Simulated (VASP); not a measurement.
Wanted: the native input for a VASP 6.6.1 run.

* Task: single point
* Functional: PBE
* Potentials or basis: VASP PAW PBE potentials, release 64 (Zr_sv, Al, N)
* Cutoff: 520 eV
* k mesh: 4 × 4 × 6
* Occupations: gaussian, width 0.1 eV
* Spin: no spin polarisation
* Dipole correction: no
* Further INCAR settings: ALGO = Normal; EDIFF = 1e-06; NBANDS = 30

The structure of ZrAl3N4 lies in POSCAR:

```
ZrAl3N4
1.0
    3.0364762305     -4.2408298975      0.0000000000
    3.0364762305      4.2408298975      0.0000000000
    0.0000000000      0.0000000000      2.9729298141
Zr Al N
1 3 4
Direct
    0.0000000000      0.0000000000      0.5000000000
    0.0000000000      0.5000000000      0.0000000000
    0.5000000000      0.5000000000      0.5000000000
    0.5000000000      0.0000000000      0.0000000000
    0.2747027427      0.2747027427      0.0000000000
    0.2605540652      0.7394459348      0.5000000000
    0.7394459348      0.2605540652      0.5000000000
    0.7252972573      0.7252972573      0.0000000000
```

One way to write it, as run:

INCAR

```
SYSTEM = ZrAl3N4
PREC = Accurate ; ENCUT = 520
EDIFF = 1E-6 ; ISMEAR = 0
SIGMA = 0.1 ; LREAL = .False.
LASPH = .True. ; NELM = 60
ALGO = Normal ; ISIF = 2
LWAVE = .False. ; LCHARG = .False.
GGA = PE ; NBANDS = 30
```

KPOINTS

```
Automatic mesh
0
Gamma
  4 4 6
  0 0 0
```

Potentials or basis: VASP PAW PBE potentials, release 64 (Zr_sv, Al, N).

Command:

```bash
$ cat potpaw_PBE.64/Zr_sv/POTCAR potpaw_PBE.64/Al/POTCAR potpaw_PBE.64/N/POTCAR > POTCAR
$ mpirun -np 1 vasp_std > vasp.out
```

It gave:

```yaml
Pressure: -0.1 GPa
Largest_force: 0.023 eV/Å
```

Wall time 38 s on 1 thread of AMD EPYC 9R45 96-Core Processor (Zen 5), on a shared host, peak memory 0.18 GiB.
